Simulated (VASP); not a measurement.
Set up this calculation in VASP 6.6.1, as the native input.

```yaml
Task: single point
Functional: r2SCAN
Potentials_or_basis: VASP PAW PBE potentials, release 64 (Zr_sv)
Cutoff: 520 eV
k_mesh: 7 × 7 × 4
Occupations: fermi-dirac, width 0.05 eV
Spin: non-collinear spin, zero start, spin-orbit coupling
Starting_moments: "[[0.0, 0.0, 0.0], [0.0, 0.0, 0.0]] μB"
Dipole_correction: no
Further_INCAR_settings: ALGO = Normal; EDIFF = 1e-06; NBANDS = 36
```

Crystal: Zr.

```
Zr
1.0
     3.23200    0.00000    0.00000
    -1.61600    2.79899    0.00000
     0.00000    0.00000    5.14700
Zr
2
Direct
  0.66667 0.33333 0.75000
  0.33333 0.66667 0.25000
```

These files were run (other wordings do the same):

POSCAR

```
Zr
1.0
    3.2320000000      0.0000000000      0.0000000000
   -1.6160000000      2.7989941050      0.0000000000
    0.0000000000      0.0000000000      5.1470000000
Zr
2
Direct
    0.6666666667      0.3333333333      0.7500000000
    0.3333333333      0.6666666667      0.2500000000
```

INCAR.step1

```
SYSTEM = Zr
  PREC = Accurate
  ENCUT = 520
  ISMEAR = -1
  SIGMA = 0.05
  LREAL = .False.
  LASPH = .True.
  NELM = 150
  LNONCOLLINEAR = .True.
  MAGMOM = 0 0 0 0 0 0
  LSORBIT = .True.
  GGA_COMPAT = .False.
  LMAXMIX = 4
  NBANDS = 36
  GGA = PE
  ALGO = Normal
  EDIFF = 1E-4
  LWAVE = .True.
  LCHARG = .False.
```

INCAR.step2

```
SYSTEM = Zr
  PREC = Accurate
  ENCUT = 520
  EDIFF = 1E-6
  ISMEAR = -1
  SIGMA = 0.05
  LREAL = .False.
  LASPH = .True.
  NELM = 150
  ALGO = Normal
  ISIF = 2
  LWAVE = .False.
  LCHARG = .False.
  LNONCOLLINEAR = .True.
  MAGMOM = 0 0 0 0 0 0
  LORBIT = 11
  LSORBIT = .True.
  GGA_COMPAT = .False.
  LORBMOM = .True.
  LMAXMIX = 4
  METAGGA = R2SCAN
  LMIXTAU = .True.
  NBANDS = 36
  ISTART = 1
```

KPOINTS

```
Automatic mesh
0
Gamma
  7 7 4
  0 0 0
```

Potentials or basis: VASP PAW PBE potentials, release 64 (Zr_sv).

The run is started by

```sh
$ cat potpaw_PBE.64/Zr_sv/POTCAR > POTCAR
$ cp INCAR.step1 INCAR
$ mpirun -np 1 vasp_ncl > vasp.out
$ cp INCAR.step2 INCAR
$ mpirun -np 1 vasp_ncl > vasp.out
```

It gave:

```yaml
Pressure: 1.0 GPa
Net_moment: 0.00 μB per cell
Valence_electrons_inside_the_program's_atomic_spheres: Zr 9.78
```

Caveat: the PAW data sets were made with another functional, which shifts forces and pressure a little.

Wall time 2.8 min on 1 thread of Intel(R) Xeon(R) 6975P-C (Granite Rapids), with other jobs on the host, peak memory 0.31 GiB.
